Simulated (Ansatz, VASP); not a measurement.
## Two plane-wave programs on H12CO5

```
CELL_PARAMETERS angstrom
6.24111 0.00000 0.00000
0.00000 6.24111 0.00000
0.00000 0.00000 6.24111
ATOMIC_POSITIONS crystal
O 0.97149 0.12025 0.28460
O 0.35408 0.16941 0.08642
O 0.44745 0.79556 0.88244
O 0.84587 0.33046 0.65289
O 0.12755 0.64749 0.62683
H 0.85091 0.13713 0.18831
H 0.92451 0.19466 0.41745
H 0.21361 0.16003 0.16229
H 0.34902 0.30469 0.01004
H 0.41211 0.93673 0.94856
H 0.59088 0.81486 0.82594
H 0.95025 0.45293 0.65522
H 0.70588 0.39474 0.63294
H 0.07187 0.67144 0.30323
H 0.24159 0.69897 0.72553
H 0.29490 0.81961 0.39380
H 0.31444 0.53279 0.37090
C 0.20913 0.66799 0.41275
```

Alike in both runs: functional PBE; k mesh 1 × 1 × 1; occupations fermi-dirac, width 0.05 eV; no spin polarisation.

Ansatz relaxed the structure, and its values are those at the end. VASP's run is a single point on that final structure, the one shown.

|  | VASP | Ansatz |
| --- | --- | --- |
| version | VASP 6.6.1 | Ansatz 0.2.0 |
| potentials or method | VASP PAW PBE potentials, release 64 (O_h, H_h, C_h), cutoff 910 eV | scalar-relativistic, plane waves, PAW |
| valence electrons in the cell | 46 | 46 |

```csv
,VASP,Ansatz,Ansatz less VASP
rms of the force components (eV/Å),0.046,0.044,-0.0015
```

Noted on VASP's run: the cutoff is short for stress, so the pressure is rough.
